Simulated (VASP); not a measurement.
# Ni (Fm-3m) in VASP: a series of runs

Runs on Ni. Level: PBE. Tasks: single point.

Program: VASP 6.6.1. These are calculated values, not measurements. Logs are shortened: lines on timing, memory, paths and dates and some standing lists are left out, and cuts for length are marked.

## 1. The cell of the first run

It takes space group Fm-3m (No. 225, cubic). The conventional cell has a = 3.540 Å, b = 3.540 Å, c = 3.540 Å, α = 90.00°, β = 90.00°, γ = 90.00°. Ni (site symmetry m-3m) has 12 Ni at 2.50 Å within 3.3 Å.

## 2. Single point, PBE, collinear spin, ferromagnetic start

Input file INCAR:

```
PREC     = Accurate       # precision mode
ENCUT    = 520            # plane-wave cutoff, eV
EDIFF    = 1E-7           # SCF threshold, eV
ISMEAR   = -1             # smearing method
SIGMA    = 0.05           # smearing width, eV
LREAL    = False          # projectors in reciprocal space
LASPH    = True           # aspherical terms in the spheres
NELM     = 150            # most SCF steps
ALGO     = Normal         # electronic algorithm
ISIF     = 2              # what is computed and relaxed
LWAVE    = False          # write WAVECAR
LCHARG   = False          # write CHGCAR
ISPIN    = 2              # spin polarisation
MAGMOM   = 2              # initial moments
LORBIT   = 11             # projections on sites
LMAXMIX  = 4              # l up to which the mixer works
GGA      = PE             # functional
NBANDS   = 15             # bands
```

Input file KPOINTS:

```
regular mesh
0
Gamma
  12 12 12
```

Input file POSCAR:

```
Ni
1.0
    0.0000000000      1.7701000000      1.7701000000
    1.7701000000      0.0000000000      1.7701000000
    1.7701000000      1.7701000000      0.0000000000
Ni
1
Direct
    0.0000000000      0.0000000000      0.0000000000
```

Potentials or basis: VASP PAW PBE potentials, release 64 (Ni).

Launch:

```sh
$ cat potpaw_PBE.64/Ni/POTCAR > POTCAR
$ mpirun -np 1 vasp_std > vasp.out
```

OUTCAR:

```text
PREC = Accurate
   ENCUT = 520
   EDIFF = 1E-7
   ISMEAR = -1
   LREAL = False
   LASPH = True
   NELM = 150
   ISIF = 2
   ISPIN = 2
   LORBIT = 11
   GGA = PE

 ion  position               nearest neighbor table
   1  0.000  0.000  0.000-

  LATTYP: Found a face centered cubic cell.
 ALAT       =     3.5402000000

  Lattice vectors:

 A1 = (   0.0000000000,   1.7701000000,   1.7701000000)
 A2 = (   1.7701000000,   0.0000000000,   1.7701000000)
 A3 = (   1.7701000000,   1.7701000000,   0.0000000000)

Analysis of symmetry for initial positions (statically):
=====================================================================
 Subroutine PRICEL returns:
 Original cell was already a primitive cell.

 Routine SETGRP: Setting up the symmetry group for a
 face centered cubic supercell.

 Subroutine GETGRP returns: Found 48 space group operations
 (whereof 48 operations were pure point group operations)
 out of a pool of 48 trial point group operations.

The static configuration has the point symmetry O_h .

Analysis of symmetry for dynamics (positions and initial velocities):
=====================================================================
 Subroutine PRICEL returns:
 Original cell was already a primitive cell.

 Routine SETGRP: Setting up the symmetry group for a
 face centered cubic supercell.

 Subroutine GETGRP returns: Found 48 space group operations
 (whereof 48 operations were pure point group operations)
 out of a pool of 48 trial point group operations.

The dynamic configuration has the point symmetry O_h .

Analysis of structural, dynamic, and magnetic symmetry:
=====================================================================
 Subroutine PRICEL returns:
 Original cell was already a primitive cell.

 Routine SETGRP: Setting up the symmetry group for a
 face centered cubic supercell.

 Subroutine GETGRP returns: Found 48 space group operations
 (whereof 48 operations were pure point group operations)
 out of a pool of 48 trial point group operations.

The overall configuration has the point symmetry O_h .

 Subroutine INISYM returns: Found 48 space group operations
 (whereof 48 operations are pure point group operations),
 and found     1 'primitive' translations

----------------------------------------------------------------------------------------

                                     Primitive cell

  volume of cell :      11.0923

  direct lattice vectors                    reciprocal lattice vectors
     0.000000000  1.770100000  1.770100000    -0.282469917  0.282469917  0.282469917
     1.770100000  0.000000000  1.770100000     0.282469917 -0.282469917  0.282469917
     1.770100000  1.770100000  0.000000000     0.282469917  0.282469917 -0.282469917

  length of vectors
     2.503299427  2.503299427  2.503299427     0.489252248  0.489252248  0.489252248

  position of ions in fractional coordinates (direct lattice)
     0.000000000  0.000000000  0.000000000

  ion indices of the primitive-cell ions
   primitive index   ion index
                 1           1

----------------------------------------------------------------------------------------

 KPOINTS: regular mesh

Automatic generation of k-mesh.
 Grid dimensions read from file:
 generate k-points for:   12   12   12

 Generating k-lattice:

  Cartesian coordinates                     Fractional coordinates (reciprocal lattice)
    -0.023539160  0.023539160  0.023539160     0.083333333  0.000000000  0.000000000
     0.023539160 -0.023539160  0.023539160     0.000000000  0.083333333  0.000000000
     0.023539160  0.023539160 -0.023539160     0.000000000  0.000000000  0.083333333

  Length of vectors
     0.040771021  0.040771021  0.040771021

  Shift w.r.t. Gamma in fractional coordinates (k-lattice)
     0.000000000  0.000000000  0.000000000

 Subroutine IBZKPT returns following result:
 ===========================================

 Found     72 irreducible k-points:

 Following reciprocal coordinates:
            Coordinates               Weight
  0.000000  0.000000  0.000000      1.000000
  0.083333  0.000000  0.000000      8.000000
  0.166667  0.000000  0.000000      8.000000
  0.250000  0.000000  0.000000      8.000000
  0.333333  0.000000  0.000000      8.000000
  0.416667  0.000000  0.000000      8.000000
[... 16 lines left out ...]
  0.500000  0.166667  0.000000     24.000000
 -0.416667  0.166667  0.000000     24.000000
 [... further k-points ...]
   k-points           NKPTS =     72   k-points in BZ     NKDIM =     72   number of bands    NBANDS=     15
   number of dos      NEDOS =    301   number of ions     NIONS =      1
   total plane-waves  NPLWV =   8000
   dimension x,y,z NGX =    20 NGY =   20 NGZ =   20
   dimension x,y,z NGXF=    40 NGYF=   40 NGZF=   40
   ions per type =               1
   NGX,Y,Z   is equivalent  to a cutoff of  13.28, 13.28, 13.28 a.u.
   NGXF,Y,Z  is equivalent  to a cutoff of  26.56, 26.56, 26.56 a.u.
 SYSTEM =  unknown system
   PREC   = accura    normal or accurate (medium, high low for compatibility)
   ISTART =      0    job   : 0-new  1-cont  2-samecut
   ICHARG =      2    charge: 1-file 2-atom 10-const
   ISPIN  =      2    spin polarized calculation?
   LNONCOLLINEAR =      F non collinear calculations
   LSORBIT =      F    spin-orbit coupling
   LASPH  =      T    aspherical Exc in radial PAW
   ENCUT  =  520.0 eV  38.22 Ry    6.18 a.u.   4.65  4.65  4.65*2*pi/ulx,y,z
   NELM   =    150;   NELMIN=  2; NELMDL= -5     # of ELM steps
   EDIFF  = 0.1E-06   stopping-criterion for ELM
   LREAL  =      F    real-space projection
   EDIFFG = 0.1E-05   stopping-criterion for IOM
   NSW    =      0    number of steps for IOM
   IBRION =     -1    ionic relax: 0-MD 1-quasi-New 2-CG
   NFREE  =      0    steps in history (QN), initial steepest desc. (CG)
   ISIF   =      2    stress and relaxation
   ISYM   =      2    0-nonsym 1-usesym 2-fastsym
   POTIM  = 0.5000    time-step for ionic-motion
   TEBEG  =    0.0;   TEEND  =   0.0 temperature during run
   PSTRESS=    0.0 pullay stress
   NELECT =      10.0000    total number of electrons
   NUPDOWN=      -1.0000    fix difference up-down
   EMIN   =  10.00;   EMAX   =-10.00  energy-range for DOS
   EFERMI =   0.00;   METHOD = LEGACY
   ISMEAR =    -1;   SIGMA  =   0.05  broadening in eV -4-tet -1-fermi 0-gaus
   EFERMI_NEDOS =   21; number of points for ismear=-14 and -15
   IALGO  =     38    algorithm
   IMIX   =      4    mixing-type and parameters
     AMIX     =   0.40;   BMIX     =  1.00
     AMIX_MAG =   1.60;   BMIX_MAG =  1.00
  volume/ion in A,a.u.               =      11.09        74.85
  Fermi-wavevector in a.u.,A,eV,Ry     =   1.581492  2.988587 34.029767  2.501117
  Thomas-Fermi vector in A             =   2.681559
   LORBIT       =     11    0 simple, 1 ext, 2 COOP (PROOUT), +10 PAW based schemes
   GGA     = PE    functional components
   LHFCALC =     F    Hartree Fock is set to
   AEXX    =    0.0000 exact exchange contribution
   IVDW    =     0    specifies the selected vdW correction
   LEPSILON=     F    determine dielectric tensor
   LRPA    =     F    only Hartree local field effects (RPA)
 spin polarized calculation
  energy-cutoff  :      520.00
  volume of cell :       11.09
 maximum number of plane-waves:       310
   NGX =  9   NGY =  9   NGZ =  9

 number of electron      10.0000009 magnetization       0.6792702

 Free energy of the ion-electron system (eV)
  ---------------------------------------------------
  ext. energy  EPLUGINS =         0.00000000
  ---------------------------------------------------
  free energy    TOTEN  =        -5.47467340 eV

  energy without entropy =       -5.46047925  energy(sigma->0) =       -5.46757632

 E-fermi :   9.1014     XC(G=0): -13.1431

 val. band max:        9.0960669539   @ k =  -0.1667   0.1667   0.0000
 cond. band min:       9.1259477263   @ k =   0.5000   0.1667   0.0833
 fundamental gap:      0.0298807723
 Fermi energy:         9.1014257232

 spin component 1

 k-point     1 :       0.0000    0.0000    0.0000
  band No.  band energies     occupation
      1       0.2285      1.00000
      2       6.6795      1.00000
      3       6.6795      1.00000
      4       6.6795      1.00000
      5       7.8278      1.00000
      6       7.8278      1.00000
      7      32.6697      0.00000
      8      36.3717      0.00000
      9      36.3717      0.00000
     10      36.3717      0.00000
     11      39.2437      0.00000
     12      39.2437      0.00000
     13      39.2437      0.00000
     14      42.2640      0.00000
     15      48.3336      0.00000
[... 397 lines left out ...]
 k-point    24 :      -0.4167    0.1667    0.0000
  band No.  band energies     occupation
      1       4.8882      1.00000
      2       6.3259      1.00000
      3       6.8946      1.00000
      4       7.0683      1.00000
      5       8.3232      1.00000
      6      11.2391      0.00000
      7      15.1118      0.00000
      8      25.6312      0.00000
      9      30.3307      0.00000
     10      31.5833      0.00000
     11      40.6261      0.00000
     12      41.1424      0.00000
     13      47.9558      0.00000
     14      50.6362      0.00000
     15      51.8411      0.00000

 [... further k-points ...]

 spin component 2

 k-point     1 :       0.0000    0.0000    0.0000
  band No.  band energies     occupation
      1       0.1933      1.00000
      2       7.4919      1.00000
      3       7.4919      1.00000
      4       7.4919      1.00000
      5       8.4662      1.00000
      6       8.4662      1.00000
      7      32.4933      0.00000
      8      36.3591      0.00000
      9      36.3591      0.00000
     10      36.3591      0.00000
     11      39.3519      0.00000
     12      39.3519      0.00000
     13      39.3519      0.00000
     14      42.1371      0.00000
     15      48.5398      0.00000
[... 397 lines left out ...]
 k-point    24 :      -0.4167    0.1667    0.0000
  band No.  band energies     occupation
      1       5.3908      1.00000
      2       6.8236      1.00000
      3       7.4814      1.00000
      4       7.7361      1.00000
      5       9.1513      0.26926
      6      11.5751      0.00000
      7      15.4898      0.00000
      8      25.7100      0.00000
      9      30.4120      0.00000
     10      31.5844      0.00000
     11      40.6704      0.00000
     12      41.1155      0.00000
     13      48.0537      0.00000
     14      50.7661      0.00000
     15      51.9290      0.00000

 [... further k-points ...]
[... 5 lines left out ...]
  --------------------------------------------------------------------------------------
  -------------------------------------------------------------------------------------
  Total       -0.2157737     -0.2157737     -0.2157737      0.0000000      0.0000000      0.0000000
  in kB      -31.1663289    -31.1663289    -31.1663289      0.0000000      0.0000000      0.0000000
  external PRESSURE =     -31.1663289 kB  Pullay stress =       0.0000000 kB

 VOLUME and BASIS-vectors are now :
 -----------------------------------------------------------------------------
  energy-cutoff  :      520.00
  volume of cell :       11.09
      direct lattice vectors                 reciprocal lattice vectors
     0.000000000  1.770100000  1.770100000    -0.282469917  0.282469917  0.282469917
     1.770100000  0.000000000  1.770100000     0.282469917 -0.282469917  0.282469917
     1.770100000  1.770100000  0.000000000     0.282469917  0.282469917 -0.282469917

 POSITION                                       TOTAL-FORCE (eV/Angst)
 -----------------------------------------------------------------------------------
      0.00000      0.00000      0.00000         0.000000     -0.000000     -0.000000
 -----------------------------------------------------------------------------------
    total drift:                                0.000000      0.000000      0.000000

  FREE ENERGIE OF THE ION-ELECTRON SYSTEM (eV)
  ---------------------------------------------------
  free  energy   TOTEN  =        -5.4746734017 eV

  energy  without entropy=       -5.4604792453  energy(sigma->0) =       -5.46757632

 total charge

# of ion       s       p       d       tot
------------------------------------------
    1        0.491   0.482   8.302   9.275

 magnetization (x)

# of ion       s       p       d       tot
------------------------------------------
    1       -0.006  -0.026   0.725   0.693
```

It took 23 s on 1 thread of Intel Xeon Platinum 8488C (Sapphire Rapids), shared host; peak memory 0.14 GiB.

What came out:

```yaml
Free_energy: -5.4747 eV
Pressure: -3.1 GPa
Net_moment: 0.68 μB per cell
Site_moments: Ni +0.69 μB
Valence_electrons_inside_the_program's_atomic_spheres: Ni 9.28
```

(Part 1 of 2 ends here.)
